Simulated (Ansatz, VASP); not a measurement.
## One calculation of Mo, two programs

```
Mo
1.0
    -1.43612    1.43612    1.43612
     1.43612   -1.43612    1.43612
     1.43612    1.43612   -1.43612
Mo
1
Cartesian
  0.0000 0.0000 0.0000
```

Change from the starting cell: volume scaled by 0.75, LAPW.

Alike in both runs: task single point; functional PBE; k mesh 17 × 17 × 17; occupations fermi-dirac, width 0.08 eV; no spin polarisation.

|  | VASP | Ansatz |
| --- | --- | --- |
| version | VASP 6.6.1 | Ansatz 0.2.0 |
| potentials or method | VASP PAW PBE potentials, release 64 (Mo_sv), cutoff 520 eV | all-electron LAPW, scalar-relativistic |

Ansatz gave:

| Quantity | Value |
| --- | --- |
| pressure (GPa) | 133.4 |

Question: What did VASP give for the same quantities?

Answer: Pressure (GPa): 135.5.

Both programs put the cell under a high pressure, so it lies far from rest at this level. Ansatz ran all-electron here, and VASP with PAW potentials.

Noted on VASP's run: the cell as given lies far from equilibrium.
